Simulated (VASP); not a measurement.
# LiF (P6_3mc) in VASP: notebook

LiF is run at these levels: PBE; tasks: single point.

Program: VASP 6.6.1. These are calculated values, not measurements. Logs are shortened: lines on timing, memory, paths and dates and some standing lists are left out, and cuts for length are marked.

### 1 The cell of the first run

It takes space group P6_3mc (No. 186, hexagonal). Conventional cell: a = 3.155 Å, b = 3.155 Å, c = 5.582 Å, α = 90.00°, β = 90.00°, γ = 120.00°. Li (site symmetry 3m) has 4 F at 1.93 to 2.16 Å within 2.6 Å. Within 2.6 Å of F (site symmetry 3m) lie 4 Li at 1.93 to 2.16 Å.

### 2 Single point, PBE (volume 12.029 Å^3 an atom, c/a of the conventional cell 1.7691)

INCAR

```
  PREC = Accurate
  ENCUT = 520
  EDIFF = 1E-6
  ISMEAR = 0
  SIGMA = 0.05
  LREAL = False
  LASPH = True
  NELM = 100
  ALGO = Normal
  ISIF = 2
  LWAVE = False
  LCHARG = False
  GGA = PE
  NBANDS = 18
```

KPOINTS

```
regular mesh
0
Gamma
  9 9 6
```

POSCAR

```
LiF
1.0
    3.1550203684      0.0000000000      0.0000000000
   -1.5775101842      2.7323277885      0.0000000000
    0.0000000000      0.0000000000      5.5815465338
Li F
2 2
Direct
    0.3333333333      0.6666666667      0.3810713234
    0.6666666667      0.3333333333      0.8810713234
    0.3333333333      0.6666666667      0.9939266766
    0.6666666667      0.3333333333      0.4939266766
```

Potentials or basis: VASP PAW PBE potentials, release 64 (Li_sv, F).

Run with:

```bash
$ cat potpaw_PBE.64/Li_sv/POTCAR potpaw_PBE.64/F/POTCAR > POTCAR
$ mpirun -np 1 vasp_std > vasp.out
```

OUTCAR:

```text
PREC = Accurate
   ENCUT = 520
   EDIFF = 1E-6
   ISMEAR = 0
   LREAL = False
   LASPH = True
   NELM = 100
   ISIF = 2
   GGA = PE

 ion  position               nearest neighbor table
   1  0.333  0.667  0.381-   4 1.93   4 1.93   4 1.93   3 2.16
   2  0.667  0.333  0.881-   3 1.93   3 1.93   3 1.93   4 2.16
   3  0.333  0.667  0.994-   2 1.93   2 1.93   2 1.93   1 2.16
   4  0.667  0.333  0.494-   1 1.93   1 1.93   1 1.93   2 2.16

  LATTYP: Found a hexagonal cell.
 ALAT       =     3.1550203684
 C/A-ratio  =     1.7691000000

  Lattice vectors:

 A1 = (   3.1550203684,   0.0000000000,   0.0000000000)
 A2 = (  -1.5775101842,   2.7323277885,   0.0000000000)
 A3 = (   0.0000000000,   0.0000000000,   5.5815465338)

Analysis of symmetry for initial positions (statically):
=====================================================================
 Subroutine PRICEL returns:
 Original cell was already a primitive cell.

 Routine SETGRP: Setting up the symmetry group for a
 hexagonal supercell.

 Subroutine GETGRP returns: Found 12 space group operations
 (whereof  6 operations were pure point group operations)
 out of a pool of 24 trial point group operations.

The static configuration has the point symmetry C_3v.
 The point group associated with its full space group is C_6v.

Analysis of symmetry for dynamics (positions and initial velocities):
=====================================================================
 Subroutine PRICEL returns:
 Original cell was already a primitive cell.

 Routine SETGRP: Setting up the symmetry group for a
 hexagonal supercell.

 Subroutine GETGRP returns: Found 12 space group operations
 (whereof  6 operations were pure point group operations)
 out of a pool of 24 trial point group operations.

The dynamic configuration has the point symmetry C_3v.
 The point group associated with its full space group is C_6v.

 Subroutine INISYM returns: Found 12 space group operations
 (whereof  6 operations are pure point group operations),
 and found     1 'primitive' translations

----------------------------------------------------------------------------------------

                                     Primitive cell

  volume of cell :      48.1160

[... 85 lines left out ...]
   ICHARG =      2    charge: 1-file 2-atom 10-const
   ISPIN  =      1    spin polarized calculation?
   LNONCOLLINEAR =      F non collinear calculations
   LSORBIT =      F    spin-orbit coupling
   LASPH  =      T    aspherical Exc in radial PAW
   ENCUT  =  520.0 eV  38.22 Ry    6.18 a.u.   5.87  5.87 10.38*2*pi/ulx,y,z
   NELM   =    100;   NELMIN=  2; NELMDL= -5     # of ELM steps
   EDIFF  = 0.1E-05   stopping-criterion for ELM
   LREAL  =      F    real-space projection
   EDIFFG = 0.1E-04   stopping-criterion for IOM
   NSW    =      0    number of steps for IOM
   IBRION =     -1    ionic relax: 0-MD 1-quasi-New 2-CG
   NFREE  =      0    steps in history (QN), initial steepest desc. (CG)
   ISIF   =      2    stress and relaxation
   ISYM   =      2    0-nonsym 1-usesym 2-fastsym
   POTIM  = 0.5000    time-step for ionic-motion
   TEBEG  =    0.0;   TEEND  =   0.0 temperature during run
   PSTRESS=    0.0 pullay stress
   NELECT =      20.0000    total number of electrons
   NUPDOWN=      -1.0000    fix difference up-down
   EMIN   =  10.00;   EMAX   =-10.00  energy-range for DOS
   EFERMI =   0.00;   METHOD = LEGACY
   ISMEAR =     0;   SIGMA  =   0.05  broadening in eV -4-tet -1-fermi 0-gaus
   EFERMI_NEDOS =   21; number of points for ismear=-14 and -15
   IALGO  =     38    algorithm
   IMIX   =      4    mixing-type and parameters
     AMIX     =   0.40;   BMIX     =  1.00
     AMIX_MAG =   1.60;   BMIX_MAG =  1.00
  volume/ion in A,a.u.               =      12.03        81.18
  Fermi-wavevector in a.u.,A,eV,Ry     =   1.221767  2.308804 20.309609  1.492714
  Thomas-Fermi vector in A             =   2.356937
   LORBIT       =      0    0 simple, 1 ext, 2 COOP (PROOUT), +10 PAW based schemes
   GGA     = PE    functional components
   LHFCALC =     F    Hartree Fock is set to
   AEXX    =    0.0000 exact exchange contribution
   IVDW    =     0    specifies the selected vdW correction
   LEPSILON=     F    determine dielectric tensor
   LRPA    =     F    only Hartree local field effects (RPA)
 non-spin polarized calculation
 Gauss-broadening in eV      SIGMA  =   0.05
  energy-cutoff  :      520.00
  volume of cell :       48.12
 maximum number of plane-waves:      1308
 NGX is ok and might be reduce to    24
   NGX = 11   NGY = 11   NGZ = 21

 number of electron      20.0000007 magnetization

 Free energy of the ion-electron system (eV)
  ---------------------------------------------------
  ext. energy  EPLUGINS =         0.00000000
  ---------------------------------------------------
  free energy    TOTEN  =       -19.11358931 eV

  energy without entropy =      -19.11358931  energy(sigma->0) =      -19.11358931

 E-fermi :  -3.1052     XC(G=0):  -8.0068

 val. band max:       -3.3148029188   @ k =   0.0000   0.0000   0.0000
 cond. band min:       3.5913686300   @ k =   0.0000   0.0000   0.0000
 fundamental gap:      6.9061715488
 Fermi energy:        -3.1052096290

 k-point     1 :       0.0000    0.0000    0.0000
  band No.  band energies     occupation
      1     -44.2490      2.00000
      2     -44.2384      2.00000
      3     -22.3948      2.00000
      4     -22.2866      2.00000
      5      -4.8644      2.00000
      6      -3.4527      2.00000
[... 481 lines left out ...]
      5      -4.7195      2.00000
      6      -4.2499      2.00000
[... 10 lines left out ...]
     17      13.6204      0.00000
     18      15.6978      0.00000

 [... further k-points ...]
[... 5 lines left out ...]
  --------------------------------------------------------------------------------------
  -------------------------------------------------------------------------------------
  Total       -1.0273897     -1.0273897     -2.5692310      0.0000000      0.0000000      0.0000000
  in kB      -34.2102523    -34.2102523    -85.5508293      0.0000000      0.0000000      0.0000000
  external PRESSURE =     -51.3237779 kB  Pullay stress =       0.0000000 kB

 VOLUME and BASIS-vectors are now :
 -----------------------------------------------------------------------------
  energy-cutoff  :      520.00
  volume of cell :       48.12
      direct lattice vectors                 reciprocal lattice vectors
     3.155020368  0.000000000  0.000000000     0.316955165  0.182994150  0.000000000
    -1.577510184  2.732327789  0.000000000     0.000000000  0.365988299  0.000000000
     0.000000000  0.000000000  5.581546534     0.000000000  0.000000000  0.179161814

 POSITION                                       TOTAL-FORCE (eV/Angst)
 -----------------------------------------------------------------------------------
     -0.00000      1.82155      2.12697        -0.000000      0.000000     -0.035379
      1.57751      0.91078      4.91774        -0.000000     -0.000000     -0.035379
     -0.00000      1.82155      5.54765         0.000000      0.000000      0.035379
      1.57751      0.91078      2.75687         0.000000      0.000000      0.035379
 -----------------------------------------------------------------------------------
    total drift:                                0.000001      0.000001     -0.000243

  FREE ENERGIE OF THE ION-ELECTRON SYSTEM (eV)
  ---------------------------------------------------
  free  energy   TOTEN  =       -19.1135893083 eV

  energy  without entropy=      -19.1135893083  energy(sigma->0) =      -19.11358931
```

OSZICAR:

```text
N       E                     dE             d eps       ncg     rms          rms(c)
DAV:   1     0.124704506097E+03    0.12470E+03   -0.10437E+04  1728   0.118E+03
DAV:   2    -0.910942996015E+01   -0.13381E+03   -0.13033E+03  1928   0.289E+02
DAV:   3    -0.204729677751E+02   -0.11364E+02   -0.11300E+02  3338   0.643E+01
DAV:   4    -0.206358848301E+02   -0.16292E+00   -0.16273E+00  2198   0.777E+00
DAV:   5    -0.206374869819E+02   -0.16022E-02   -0.16019E-02  2296   0.746E-01    0.749E+00
DAV:   6    -0.190494692872E+02    0.15880E+01   -0.46925E+00  1832   0.155E+01    0.251E+00
DAV:   7    -0.190707149672E+02   -0.21246E-01   -0.14075E-01  1904   0.245E+00    0.158E+00
DAV:   8    -0.191126311291E+02   -0.41916E-01   -0.78810E-02  1934   0.271E+00    0.402E-01
DAV:   9    -0.191118325276E+02    0.79860E-03   -0.89274E-03  2448   0.758E-01    0.115E-01
DAV:  10    -0.191135963693E+02   -0.17638E-02   -0.23218E-03  1826   0.314E-01    0.584E-02
DAV:  11    -0.191135835131E+02    0.12856E-04   -0.87256E-05  2454   0.832E-02    0.102E-02
DAV:  12    -0.191135890501E+02   -0.55370E-05   -0.11912E-05  1848   0.245E-02    0.380E-03
DAV:  13    -0.191135893083E+02   -0.25826E-06   -0.73830E-07  2070   0.674E-03
   1 F= -.19113589E+02 E0= -.19113589E+02  d E =-.388006E-11
```

It took 40 s on 1 thread of Intel Xeon Platinum 8124M at 3.00GHz (Skylake/Cascade Lake), shared host; peak memory 0.17 GiB.

What came out:

```
Free energy            : -19.1136 eV
Largest force          : 0.035 eV/Å
Band gap on the k mesh : 6.91 eV, direct
```

Forces on the atoms (eV/Å):
```
Li   0.000  0.000 -0.035
Li   0.000  0.000 -0.035
F    0.000  0.000  0.035
F    0.000  0.000  0.035
```

Levels at points of the mesh, in eV from the valence-band top:
```csv
k point,band 6,band 7,band 8,band 9,band 10,band 11,band 12,band 13,band 14,band 15
"(0.00, 0.00, 0.00)",-0.14,-0.14,-0.05,0.00,0.00,6.91,10.40,13.00,17.01,18.08
"(0.00, 0.00, 0.50)",-0.86,-0.07,-0.07,-0.07,-0.07,8.32,8.32,15.14,15.14,18.29
```

Caveat: the cutoff is under 1.25 times the usual one of these potentials, so pressure, stress and relaxed cells hold a basis-set (Pulay) error. A k mesh can miss the band edges.

### 3 Single point, PBE (volume 12.029 Å^3 an atom, c/a of the conventional cell 1.4764)

INCAR

```
SYSTEM = LiF
PREC     = Accurate       ! precision mode
ENCUT    = 520            ! plane-wave cutoff, eV
EDIFF    = 1E-7           ! SCF threshold, eV
ISMEAR   = 0              ! smearing method
SIGMA    = 0.05           ! smearing width, eV
LREAL    = .False.        ! projectors in reciprocal space
LASPH    = .True.         ! aspherical terms in the spheres
NELM     = 100            ! most SCF steps
ALGO     = Normal         ! electronic algorithm
ISIF     = 2              ! what is computed and relaxed
LWAVE    = .False.        ! write WAVECAR
LCHARG   = .True.         ! write CHGCAR
GGA      = PE             ! functional
LELF     = .True.         ! ELF
LVHAR    = .True.       
NBANDS   = 18             ! bands
```

KPOINTS

```
regular mesh
0
Gamma
  9 9 6
  0 0 0
```

POSCAR

```
LiF
1.0
    3.3510811845      0.0000000000      0.0000000000
   -1.6755405922      2.9021214359      0.0000000000
    0.0000000000      0.0000000000      4.9475362607
Li F
2 2
Direct
    0.3333333333      0.6666666667      0.3810713234
    0.6666666667      0.3333333333      0.8810713234
    0.3333333333      0.6666666667      0.9939266766
    0.6666666667      0.3333333333      0.4939266766
```

Potentials or basis: VASP PAW PBE potentials, release 64 (Li_sv, F).

Run with:

```bash
$ cat potpaw_PBE.64/Li_sv/POTCAR potpaw_PBE.64/F/POTCAR > POTCAR
$ mpirun -np 1 vasp_std > vasp.out
```

Run time: 66 s. Hardware: 1 thread of Intel Xeon Platinum 8124M at 3.00GHz (Skylake/Cascade Lake), shared host; peak memory 0.19 GiB.

Results (log left out):

```
Free energy            : -19.1501 eV
Largest force          : 0.078 eV/Å
Band gap on the k mesh : 6.84 eV, direct
```

Forces on the atoms (eV/Å):
```
Li   0.000  0.000  0.078
Li   0.000  0.000  0.078
F    0.000  0.000 -0.078
F    0.000  0.000 -0.078
```

Levels at points of the mesh, in eV from the valence-band top:
```
           k point  band 7  band 8  band 9  band 10  band 11  band 12  band 13  band 14
(0.00, 0.00, 0.00)   -0.46   -0.16   -0.16     0.00     6.84    11.17    13.78    16.65
(0.00, 0.00, 0.50)   -0.31   -0.31   -0.31    -0.31     8.47     8.47    16.50    16.50
```

Caveat: the cutoff is under 1.25 times the usual one of these potentials, so pressure, stress and relaxed cells hold a basis-set (Pulay) error.

(Continued in part 2 of 2.)
